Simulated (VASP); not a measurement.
ZrO2 (Cubic zirconia): single point with LDA

Crystal: ZrO2 (Cubic zirconia).

```
CELL_PARAMETERS angstrom
0.00000 2.48325 2.48325
2.48325 0.00000 2.48325
2.48325 2.48325 0.00000
ATOMIC_POSITIONS crystal
Zr 0.00000 0.00000 0.00000
O 0.25000 0.25000 0.25000
O 0.75000 0.75000 0.75000
```

```
Program                : VASP 6.6.1
Task                   : single point
Functional             : LDA
Potentials or basis    : VASP PAW LDA potentials, release 64 (Zr_sv, O)
Cutoff                 : 600 eV
k mesh                 : 6 × 6 × 6
Occupations            : gaussian, width 0.01 eV
Spin                   : no spin polarisation
Dipole correction      : no
Further INCAR settings : ALGO = Normal; EDIFF = 1e-06; NBANDS = 19
```

| Quantity | Value |
| --- | --- |
| Pressure | 11.2 GPa |
| Band gap on the k mesh | 3.42 eV, indirect (least direct gap 3.92 eV) |

Levels at points of the mesh, in eV from the valence-band top:
```tsv
k point	band 9	band 10	band 11	band 12	band 13	band 14	band 15	band 16
(0.00, 0.00, 0.00)	-5.73	-0.57	-0.57	-0.57	3.42	3.42	6.94	10.31
(0.50, 0.00, 0.00)	-2.70	-2.56	-1.71	-1.71	4.18	4.18	6.82	8.97
(0.50, 0.50, 0.00)	-3.29	-1.63	-1.63	0.00	3.92	5.05	6.56	7.93
```

It took 23 s on 1 thread of Intel Xeon 8259CL, with other jobs on the host, peak memory 0.14 GiB.

A k mesh can miss the band edges.
